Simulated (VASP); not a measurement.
Runs of VASP 6.6.1 on WF3. The structure is that of space group Pm-3m (No. 221), or close to it. The cells are those of the table. The cell was generated, and may not be a known phase.

| task | cell | k mesh | cutoff (eV) | gap on the mesh (eV) | pressure (GPa) | moment (μB) |
| --- | --- | --- | --- | --- | --- | --- |
| single point | a = 3.447 Å, 4 atoms | 4 × 4 × 4 | 520 | none | 0.1 | 2.75 |
| relaxation of cell and atoms | relaxed from a = 3.447 Å, 4 atoms | 6 × 6 × 6 | 600 | - | -0.2 | 2.87 |
| relaxation of cell and atoms | relaxed from a = 3.855 Å, 4 atoms | 4 × 4 × 4 | 600 | - | -0.1 | 2.75 |
| single point | a = 3.855 Å, 4 atoms | 4 × 4 × 4 | 520 | none | -24.4 | (a) |
| single point | a = 3.447 Å, 4 atoms | 6 × 6 × 6 | 520 | none | -0.1 | 2.87 |
| single point | a = 3.441 Å, 4 atoms | 14 × 14 × 14 | 520 | none | 0.1 | 2.77 |

Alike in all rows: level PBE; potentials or basis VASP PAW PBE potentials, release 64 (W_sv, F); spin collinear; smearing gaussian 0.1 eV.

Task: Estimate the missing entries.

Result: (a) 3.00.

Caveats: some runs use coarse meshes; spin-orbit coupling is left out, which moves the levels of the heavy elements; the highest band is partly filled, so the run has too few bands (at least some runs); the relaxation stopped at its first step, so nothing moved (at least some runs).

A k mesh can miss the band edges, and the runs leave out spin-orbit coupling on W.

A gap of «none» marks levels without a gap at the run's occupations.
